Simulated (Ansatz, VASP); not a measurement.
## SiO2 in VASP and in Ansatz

```xyz
6
Lattice="4.1667 0.0000 0.0000 0.0000 4.1667 0.0000 0.0000 0.0000 2.7444" Properties=species:S:1:pos:R:3 pbc="T T T"
Si    0.0000    0.0000    0.0000
Si    2.0833    2.0833    1.3722
O     1.2719    1.2719    0.0000
O     0.8114    3.3553    1.3722
O     2.8948    2.8948    0.0000
O     3.3553    0.8114    1.3722
```

Change from the starting cell: z stretched by +3 %, ions relaxed.

Alike in both runs: functional PBE; k mesh 7 × 7 × 11; occupations fermi-dirac, width 0.02 eV; no spin polarisation.

Ansatz relaxed the structure, and its values are those at the end. VASP's run is a single point on that final structure, the one shown.

```csv
,VASP,Ansatz
version,VASP 6.6.1,Ansatz 0.2.0
potentials or method,"VASP PAW PBE potentials, release 64 (Si, O)","plane-wave PAW, scalar-relativistic"
plane-wave cutoff (eV),520,420
valence electrons in the cell,32,32
```

VASP gave:

```
gap on the k mesh at the Fermi level (eV) : 5.05
pressure (GPa)                            : 1.9
rms of the force components (eV/Å)        : 0.004
```

Which values does Ansatz return?

gap on the k mesh at the Fermi level (eV): 5.06; pressure (GPa): 1.8; rms of the force components (eV/Å): 0.000.

With one functional, cell and mesh, what is left measures potentials, basis and numerics. Ansatz's warnings: stress scf threshold loose.
